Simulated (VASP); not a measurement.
# B (P6/mmm) in VASP: further runs

B is run at these levels: PBE; tasks: single point.

Everything below comes from runs of VASP 6.6.1. Logs are shortened: lines on timing, memory, paths and dates and some standing lists are left out, and cuts for length are marked.

## Step 1: The cell of the first run

Symmetry: P6/mmm, No. 191, hexagonal system. Conventional cell: a = 1.875 Å, b = 1.875 Å, c = 5.642 Å, α = 90.00°, β = 90.00°, γ = 120.00°. B (site symmetry 6mm) has 7 B at 1.75 to 1.87 Å within 2.3 Å.

## Step 2: Single point, PBE

The input, INCAR:

```
  PREC = Accurate
  ENCUT = 520
  EDIFF = 1E-6
  ISMEAR = 0
  SIGMA = 0.1
  LREAL = False
  LASPH = True
  NELM = 60
  ALGO = Normal
  ISIF = 2
  LWAVE = False
  LCHARG = False
  GGA = PE
  NBANDS = 10
```

The input, KPOINTS:

```
Automatic mesh
0
Gamma
  6 6 4
```

The input, POSCAR:

```
B
1.0
    1.8749453302      0.0000000000      0.0000000000
   -0.9374726651      1.6237502866      0.0000000000
    0.0000000000      0.0000000000      5.6416784472
B
2
Direct
    0.0000000000      0.0000000000      0.1552036276
    0.0000000000      0.0000000000      0.8447963724
```

Potentials or basis: VASP PAW PBE potentials, release 64 (B).

On the command line:

```
$ cat potpaw_PBE.64/B/POTCAR > POTCAR
$ mpirun -np 1 vasp_std > vasp.out
```

OUTCAR:

```text
PREC = Accurate
   ENCUT = 520
   EDIFF = 1E-6
   ISMEAR = 0
   LREAL = False
   LASPH = True
   NELM = 60
   ISIF = 2
   GGA = PE

 ion  position               nearest neighbor table
   1  0.000  0.000  0.155-   2 1.75
   2  0.000  0.000  0.845-   1 1.75

  LATTYP: Found a hexagonal cell.
 ALAT       =     1.8749453302
 C/A-ratio  =     3.0089829054

  Lattice vectors:

 A1 = (   1.8749453302,   0.0000000000,   0.0000000000)
 A2 = (  -0.9374726651,   1.6237502866,   0.0000000000)
 A3 = (   0.0000000000,   0.0000000000,   5.6416784472)

Analysis of symmetry for initial positions (statically):
=====================================================================
 Subroutine PRICEL returns:
 Original cell was already a primitive cell.

 Routine SETGRP: Setting up the symmetry group for a
 hexagonal supercell.

 Subroutine GETGRP returns: Found 24 space group operations
 (whereof 24 operations were pure point group operations)
 out of a pool of 24 trial point group operations.

The static configuration has the point symmetry D_6h.

Analysis of symmetry for dynamics (positions and initial velocities):
=====================================================================
 Subroutine PRICEL returns:
 Original cell was already a primitive cell.

 Routine SETGRP: Setting up the symmetry group for a
 hexagonal supercell.

 Subroutine GETGRP returns: Found 24 space group operations
 (whereof 24 operations were pure point group operations)
 out of a pool of 24 trial point group operations.

The dynamic configuration has the point symmetry D_6h.

 Subroutine INISYM returns: Found 24 space group operations
 (whereof 24 operations are pure point group operations),
 and found     1 'primitive' translations

----------------------------------------------------------------------------------------

                                     Primitive cell

  volume of cell :      17.1758

  direct lattice vectors                    reciprocal lattice vectors
     1.874945330  0.000000000  0.000000000     0.533348884  0.307929122  0.000000000
    -0.937472665  1.623750287  0.000000000     0.000000000  0.615858244  0.000000000
     0.000000000  0.000000000  5.641678447     0.000000000  0.000000000  0.177252215

  length of vectors
     1.874945330  1.874945330  5.641678447     0.615858244  0.615858244  0.177252215

  position of ions in fractional coordinates (direct lattice)
     0.000000000  0.000000000  0.155203628
     0.000000000  0.000000000  0.844796372

  ion indices of the primitive-cell ions
   primitive index   ion index
                 1           1
                 2           2

----------------------------------------------------------------------------------------

 KPOINTS: Automatic mesh

Automatic generation of k-mesh.
 Grid dimensions read from file:
 generate k-points for:    6    6    4

 Generating k-lattice:

  Cartesian coordinates                     Fractional coordinates (reciprocal lattice)
     0.088891481  0.051321520  0.000000000     0.166666667  0.000000000  0.000000000
     0.000000000  0.102643041  0.000000000     0.000000000  0.166666667  0.000000000
     0.000000000  0.000000000  0.044313054     0.000000000  0.000000000  0.250000000

  Length of vectors
     0.102643041  0.102643041  0.044313054

  Shift w.r.t. Gamma in fractional coordinates (k-lattice)
     0.000000000  0.000000000  0.000000000

 Subroutine IBZKPT returns following result:
 ===========================================

 Found     21 irreducible k-points:

 Following reciprocal coordinates:
            Coordinates               Weight
  0.000000  0.000000  0.000000      1.000000
  0.166667  0.000000  0.000000      6.000000
  0.333333 -0.000000  0.000000      6.000000
  0.500000 -0.000000  0.000000      3.000000
  0.166667  0.166667  0.000000      6.000000
  0.333333  0.166667  0.000000     12.000000
[... 13 lines left out ...]
  0.333333  0.166667  0.500000     12.000000
  0.333333  0.333333  0.500000      2.000000
   k-points           NKPTS =     21   k-points in BZ     NKDIM =     21   number of bands    NBANDS=     10
   number of dos      NEDOS =    301   number of ions     NIONS =      2
   total plane-waves  NPLWV =   8232
   dimension x,y,z NGX =    14 NGY =   14 NGZ =   42
   dimension x,y,z NGXF=    28 NGYF=   28 NGZF=   84
   ions per type =               2
   NGX,Y,Z   is equivalent  to a cutoff of  12.41, 12.41, 12.38 a.u.
   NGXF,Y,Z  is equivalent  to a cutoff of  24.83, 24.83, 24.75 a.u.
 SYSTEM =  unknown system
   PREC   = accura    normal or accurate (medium, high low for compatibility)
   ISTART =      0    job   : 0-new  1-cont  2-samecut
   ICHARG =      2    charge: 1-file 2-atom 10-const
   ISPIN  =      1    spin polarized calculation?
   LNONCOLLINEAR =      F non collinear calculations
   LSORBIT =      F    spin-orbit coupling
   LASPH  =      T    aspherical Exc in radial PAW
   ENCUT  =  520.0 eV  38.22 Ry    6.18 a.u.   3.49  3.49 10.49*2*pi/ulx,y,z
   NELM   =     60;   NELMIN=  2; NELMDL= -5     # of ELM steps
   EDIFF  = 0.1E-05   stopping-criterion for ELM
   LREAL  =      F    real-space projection
   EDIFFG = 0.1E-04   stopping-criterion for IOM
   NSW    =      0    number of steps for IOM
   IBRION =     -1    ionic relax: 0-MD 1-quasi-New 2-CG
   NFREE  =      0    steps in history (QN), initial steepest desc. (CG)
   ISIF   =      2    stress and relaxation
   ISYM   =      2    0-nonsym 1-usesym 2-fastsym
   POTIM  = 0.5000    time-step for ionic-motion
   TEBEG  =    0.0;   TEEND  =   0.0 temperature during run
   PSTRESS=    0.0 pullay stress
   NELECT =       6.0000    total number of electrons
   NUPDOWN=      -1.0000    fix difference up-down
   EMIN   =  10.00;   EMAX   =-10.00  energy-range for DOS
   EFERMI =   0.00;   METHOD = LEGACY
   ISMEAR =     0;   SIGMA  =   0.10  broadening in eV -4-tet -1-fermi 0-gaus
   EFERMI_NEDOS =   21; number of points for ismear=-14 and -15
   IALGO  =     38    algorithm
   IMIX   =      4    mixing-type and parameters
     AMIX     =   0.40;   BMIX     =  1.00
     AMIX_MAG =   1.60;   BMIX_MAG =  1.00
  volume/ion in A,a.u.               =       8.59        57.95
  Fermi-wavevector in a.u.,A,eV,Ry     =   1.152975  2.178807 18.086920  1.329351
  Thomas-Fermi vector in A             =   2.289622
   LORBIT       =      0    0 simple, 1 ext, 2 COOP (PROOUT), +10 PAW based schemes
   GGA     = PE    functional components
   LHFCALC =     F    Hartree Fock is set to
   AEXX    =    0.0000 exact exchange contribution
   IVDW    =     0    specifies the selected vdW correction
   LEPSILON=     F    determine dielectric tensor
   LRPA    =     F    only Hartree local field effects (RPA)
 non-spin polarized calculation
 Gauss-broadening in eV      SIGMA  =   0.10
  energy-cutoff  :      520.00
  volume of cell :       17.18
 maximum number of plane-waves:       478
 NGX is ok and might be reduce to    14
   NGX =  7   NGY =  7   NGZ = 21

 number of electron       6.0000000 magnetization

 Free energy of the ion-electron system (eV)
  ---------------------------------------------------
  ext. energy  EPLUGINS =         0.00000000
  ---------------------------------------------------
  free energy    TOTEN  =       -11.57160505 eV

  energy without entropy =      -11.56557191  energy(sigma->0) =      -11.56858848

 E-fermi :   5.1218     XC(G=0): -10.3730

 val. band max:        5.1217924508   @ k =   0.3333   0.3333   0.2500
 cond. band min:       5.1497663536   @ k =   0.3333   0.3333   0.0000
 fundamental gap:      0.0279739027
 Fermi energy:         5.1218009215

 k-point     1 :       0.0000    0.0000    0.0000
  band No.  band energies     occupation
      1     -11.7314      2.00000
      2      -6.7442      2.00000
      3      -2.3193      2.00000
      4       8.9728      0.00000
      5      10.8184      0.00000
      6      24.2942      0.00000
      7      24.2942      0.00000
      8      26.3767      0.00000
      9      26.3767      0.00000
     10      27.0288      0.00000

 k-point     2 :       0.1667    0.0000    0.0000
  band No.  band energies     occupation
      1     -10.5153      2.00000
      2      -5.6324      2.00000
      3      -0.8711      2.00000
      4       9.9883      0.00000
      5      11.9633      0.00000
      6      19.2686      0.00000
      7      21.8375      0.00000
      8      22.8851      0.00000
      9      24.1772      0.00000
     10      28.0847      0.00000

 k-point     3 :       0.3333   -0.0000    0.0000
  band No.  band energies     occupation
      1      -6.9481      2.00000
      2      -2.4534      2.00000
      3       3.1425      2.00000
      4       9.0070      0.00000
      5      11.0373      0.00000
      6      16.9019      0.00000
      7      17.3137      0.00000
      8      18.5685      0.00000
      9      21.1156      0.00000
     10      24.0294      0.00000

 k-point     4 :       0.5000   -0.0000    0.0000
  band No.  band energies     occupation
      1      -2.8544      2.00000
      2       0.7140      2.00000
      3       2.0711      2.00000
      4       7.5250      0.00000
      5       8.4543      0.00000
      6      15.4741      0.00000
      7      17.3222      0.00000
      8      19.8564      0.00000
      9      19.9251      0.00000
     10      23.8037      0.00000
[... 183 lines left out ...]
 k-point    19 :       0.1667    0.1667    0.5000
  band No.  band energies     occupation
      1      -8.0692      2.00000
      2      -3.6678      2.00000
      3       2.6326      2.00000
      4       9.1661      0.00000
      5      14.3845      0.00000
      6      14.5563      0.00000
      7      17.4398      0.00000
      8      18.6398      0.00000
      9      22.0620      0.00000
     10      26.2475      0.00000

 k-point    20 :       0.3333    0.1667    0.5000
  band No.  band energies     occupation
      1      -3.4970      2.00000
      2       0.4018      2.00000
      3       4.6284      2.00000
      4       8.0070      0.00000
      5       8.9660      0.00000
      6      12.8603      0.00000
      7      13.7216      0.00000
      8      19.0559      0.00000
      9      20.3636      0.00000
     10      23.8319      0.00000

 k-point    21 :       0.3333    0.3333    0.5000
  band No.  band energies     occupation
      1       1.6666      2.00000
      2       1.6666      2.00000
      3       5.0939      1.30733
      4       5.0939      1.30733
      5       6.0769      0.00000
      6      11.6727      0.00000
      7      12.2733      0.00000
      8      21.8273      0.00000
      9      21.8273      0.00000
     10      23.7478      0.00000

------------------------ aborting loop because EDIFF is reached ----------------------------------------

  FORCE on cell =-STRESS in cart. coord.  units (eV):
  Direction    XX          YY          ZZ          XY          YZ          ZX
  --------------------------------------------------------------------------------------
  -------------------------------------------------------------------------------------
  Total        0.0007802      0.0007802      0.0452260      0.0000000     -0.0000000      0.0000000
  in kB        0.0727734      0.0727734      4.2187348      0.0000000     -0.0000000      0.0000000
  external PRESSURE =       1.4547605 kB  Pullay stress =       0.0000000 kB

 VOLUME and BASIS-vectors are now :
 -----------------------------------------------------------------------------
  energy-cutoff  :      520.00
  volume of cell :       17.18
      direct lattice vectors                 reciprocal lattice vectors
     1.874945330  0.000000000  0.000000000     0.533348884  0.307929122  0.000000000
    -0.937472665  1.623750287  0.000000000     0.000000000  0.615858244  0.000000000
     0.000000000  0.000000000  5.641678447     0.000000000  0.000000000  0.177252215

 POSITION                                       TOTAL-FORCE (eV/Angst)
 -----------------------------------------------------------------------------------
      0.00000      0.00000      0.87561        -0.000000     -0.000000      0.009170
      0.00000      0.00000      4.76607         0.000000      0.000000     -0.009170
 -----------------------------------------------------------------------------------
    total drift:                                0.000000      0.000000      0.000000

  FREE ENERGIE OF THE ION-ELECTRON SYSTEM (eV)
  ---------------------------------------------------
  free  energy   TOTEN  =       -11.5716050463 eV

  energy  without entropy=      -11.5655719139  energy(sigma->0) =      -11.56858848
```

Run time: 3.6 s. Hardware: 1 thread of Intel Xeon Platinum 8259CL at 2.50GHz (Skylake/Cascade Lake), shared host; peak memory 0.11 GiB.

Results:

```
Free energy            : -11.5716 eV
Pressure               : 0.1 GPa
Largest force          : 0.009 eV/Å
Band gap on the k mesh : zero (band 3 reaches 5.15 eV, above the bottom of band 4 at 5.09 eV)
```

Forces in eV/Å, atoms in the order of the input:
```
B    0.000  0.000  0.009
B    0.000  0.000 -0.009
```

Caveat: the k points lie up to 0.64 Å⁻¹ apart; this functional lacks dispersion, which binds the layers, so the pressure and a relaxed spacing across them are unreliable.

## Step 3: Single point, PBE

This run uses another cell than the first one, of 16.24 Å³/atom, 1.891 times its volume.

The input, INCAR:

```
SYSTEM = B
PREC = Accurate
ENCUT = 520
EDIFF = 1E-6
ISMEAR = 0
SIGMA = 0.1
LREAL = .False.
LASPH = .True.
NELM = 80
ALGO = Normal
ISIF = 2
LWAVE = .False.
LCHARG = .False.
GGA = PE
NBANDS = 10
```

The input, KPOINTS:

```
Automatic mesh
0
Gamma
  6 6 4
  0 0 0
```

The input, POSCAR:

```
B
1.0
    2.7708101000      0.0000000000      0.0000000000
   -1.3854050500      2.3995919300      0.0000000000
    0.0000000000      0.0000000000      4.8839635100
B
2
Direct
    0.0000000000      0.0000000000      0.1690153100
    0.0000000000      0.0000000000      0.8309846900
```

Potentials or basis: VASP PAW PBE potentials, release 64 (B).

On the command line:

```
$ cat potpaw_PBE.64/B/POTCAR > POTCAR
$ mpirun -np 1 vasp_std > vasp.out
```

OUTCAR:

```text
SYSTEM = B
   PREC = Accurate
   ENCUT = 520
   EDIFF = 1E-6
   ISMEAR = 0
   LREAL = .False.
   LASPH = .True.
   NELM = 80
   ISIF = 2
   GGA = PE

 ion  position               nearest neighbor table
   1  0.000  0.000  0.169-   2 1.65
   2  0.000  0.000  0.831-   1 1.65

  LATTYP: Found a hexagonal cell.
 ALAT       =     2.7708101000
 C/A-ratio  =     1.7626482270

  Lattice vectors:

[... 453 lines left out ...]
     10      14.6427      0.00000

------------------------ aborting loop because EDIFF is reached ----------------------------------------

  FORCE on cell =-STRESS in cart. coord.  units (eV):
  Direction    XX          YY          ZZ          XY          YZ          ZX
  --------------------------------------------------------------------------------------
  -------------------------------------------------------------------------------------
  Total       -4.7210243     -4.7210243     -0.5958437      0.0000000      0.0000000     -0.0000000
  in kB     -232.9325905   -232.9325894    -29.3985798      0.0000000      0.0000000     -0.0000000
  external PRESSURE =    -165.0879199 kB  Pullay stress =       0.0000000 kB

 VOLUME and BASIS-vectors are now :
 -----------------------------------------------------------------------------
  energy-cutoff  :      520.00
  volume of cell :       32.47
      direct lattice vectors                 reciprocal lattice vectors
     2.770810100  0.000000000  0.000000000     0.360905282  0.208368762  0.000000000
    -1.385405050  2.399591930  0.000000000     0.000000000  0.416737524  0.000000000
     0.000000000  0.000000000  4.883963510     0.000000000  0.000000000  0.204751735

 POSITION                                       TOTAL-FORCE (eV/Angst)
 -----------------------------------------------------------------------------------
      0.00000      0.00000      0.82546         0.000000     -0.000000      0.357245
      0.00000      0.00000      4.05850        -0.000000      0.000000     -0.357245
 -----------------------------------------------------------------------------------
    total drift:                               -0.000000     -0.000000      0.000000

  FREE ENERGIE OF THE ION-ELECTRON SYSTEM (eV)
  ---------------------------------------------------
  free  energy   TOTEN  =        -7.5717078393 eV

  energy  without entropy=       -7.5673382337  energy(sigma->0) =       -7.56952304
```

OSZICAR:

```text
N       E                     dE             d eps       ncg     rms          rms(c)
DAV:   1     0.439801184180E-02    0.43980E-02   -0.22830E+03   420   0.481E+02
DAV:   2    -0.767127328816E+01   -0.76757E+01   -0.73185E+01   620   0.562E+01
DAV:   3    -0.789541073952E+01   -0.22414E+00   -0.22323E+00   492   0.741E+00
DAV:   4    -0.789628304663E+01   -0.87231E-03   -0.87218E-03   502   0.503E-01
DAV:   5    -0.789628402146E+01   -0.97483E-06   -0.97481E-06   476   0.161E-02    0.358E+00
DAV:   6    -0.763055846245E+01    0.26573E+00   -0.37760E-01   460   0.241E+00    0.181E+00
DAV:   7    -0.757308588087E+01    0.57473E-01   -0.24716E-01   454   0.211E+00    0.317E-01
DAV:   8    -0.757181368827E+01    0.12722E-02   -0.19583E-02   432   0.686E-01    0.828E-02
DAV:   9    -0.757170333499E+01    0.11035E-03   -0.12155E-03   458   0.169E-01    0.246E-02
DAV:  10    -0.757170826886E+01   -0.49339E-05   -0.89566E-05   458   0.569E-02    0.695E-03
DAV:  11    -0.757170783928E+01    0.42958E-06   -0.43139E-06   464   0.130E-02
   1 F= -.75717078E+01 E0= -.75695230E+01  d E =-.436961E-02
```

stdout:

```text
POSCAR found type information on POSCAR B
 POSCAR found :  1 types and       2 ions
 scaLAPACK will be used
 LDA part: xc-table for (Slater+PW92), standard interpolation
 POSCAR, INCAR and KPOINTS ok, starting setup
 FFT: planning ... GRIDC
 FFT: planning ... GRID_SOFT
 FFT: planning ... GRID
 WAVECAR not read
 entering main loop
```

It took 6.5 s on 1 thread of Intel Xeon Platinum 8259CL at 2.50GHz (Skylake/Cascade Lake), shared host; peak memory 0.14 GiB.

What came out:

```
Free energy            : -7.5717 eV
Pressure               : -16.5 GPa
Largest force          : 0.357 eV/Å
Band gap on the k mesh : zero (band 3 reaches 0.47 eV, above the bottom of band 4 at -0.15 eV)
```

Forces on the atoms (eV/Å):
```
B    0.000  0.000  0.357
B    0.000  0.000 -0.357
```

Levels at points of the mesh, in eV from the Fermi level:
```
           k point  band 1  band 2  band 3  band 4  band 5  band 6
(0.00, 0.00, 0.00)  -10.49   -4.19   -2.73    4.99    4.99    9.06
(0.50, 0.00, 0.00)   -6.62   -3.73    0.08    0.28    1.37    3.00
(0.00, 0.00, 0.50)  -10.30   -5.84   -0.09    5.07    5.07    7.06
(0.50, 0.00, 0.50)   -6.53   -3.49   -1.44    0.44    2.27    3.11
```

Caveat: the k points lie up to 0.44 Å⁻¹ apart; this functional lacks dispersion, which binds the layers, so the pressure and a relaxed spacing across them are unreliable.

[end of part 1 of 2]
